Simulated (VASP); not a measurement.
The system is Rh.

```xyz
4
Lattice="2.6917 0.0000 0.0000 -1.3459 2.3311 0.0000 0.0000 0.0000 8.7981" Properties=species:S:1:pos:R:3 pbc="T T T"
Rh    0.0000    0.0000    0.0000
Rh    0.0000    1.5541    2.1995
Rh    0.0000    0.0000    4.3990
Rh    1.3459    0.7770    6.5986
```

Base run:

| Property | Result |
| --- | --- |
| Program | VASP 6.6.1 |
| Functional | PBEsol |
| Potentials or basis | VASP PAW PBE potentials, release 64 (Rh_pv) |
| Cutoff | 520 eV |
| k mesh | 9 × 9 × 3 |
| Occupations | gaussian, width 0.2 eV |
| Spin | no spin polarisation |

Its results: band gap on the k mesh zero (band 30 reaches 12.29 eV, above the bottom of band 31 at 10.68 eV); pressure -5.7 GPa.

Question: The run is repeated on the same cell with these changes: occupations from gaussian, width 0.2 eV to gaussian, width 0.3 eV. What comes out?

Answer: Band gap on the k mesh zero (band 30 reaches 12.30 eV, above the bottom of band 31 at 10.68 eV); pressure -5.2 GPa.

Caveats: the PAW data sets were made with another functional, which shifts forces and pressure a little.
